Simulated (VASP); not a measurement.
A run of VASP 6.6.1 is set up as follows.

Contents of INCAR:

```
SYSTEM = TiAl
PREC = Accurate
ENCUT = 520
EDIFF = 1E-6
ISMEAR = 0
SIGMA = 0.15
LREAL = .False.
LASPH = .True.
NELM = 80
ALGO = Fast
ISIF = 2
LWAVE = .False.
LCHARG = .False.
GGA = PS
NBANDS = 14
```

The input KPOINTS:

```
Automatic mesh
0
Gamma
  18 18 10
  0 0 0
```

File POSCAR:

```
TiAl
1.0
    2.8475477334      0.0000000000      0.0000000000
   -1.4237738667      2.4660486756      0.0000000000
    0.0000000000      0.0000000000      4.8655000000
Ti Al
1 1
Direct
    0.0000000000      0.0000000000      0.0000000000
    0.3333333333      0.6666666667      0.5000000000
```

Potentials or basis: VASP PAW PBE potentials, release 64 (Ti_sv, Al).

Command:

```bash
$ cat potpaw_PBE.64/Ti_sv/POTCAR potpaw_PBE.64/Al/POTCAR > POTCAR
$ mpirun -np 1 vasp_std > vasp.out
```

Problem. Estimate the pressure.

Solution. -5.5 GPa.

Stress tensor (GPa, compression positive):
```
 -2.78   0.00   0.00
  0.00  -2.78   0.00
  0.00   0.00 -10.92
```

Caveat: the PAW data sets were made with another functional, which shifts forces and pressure a little.
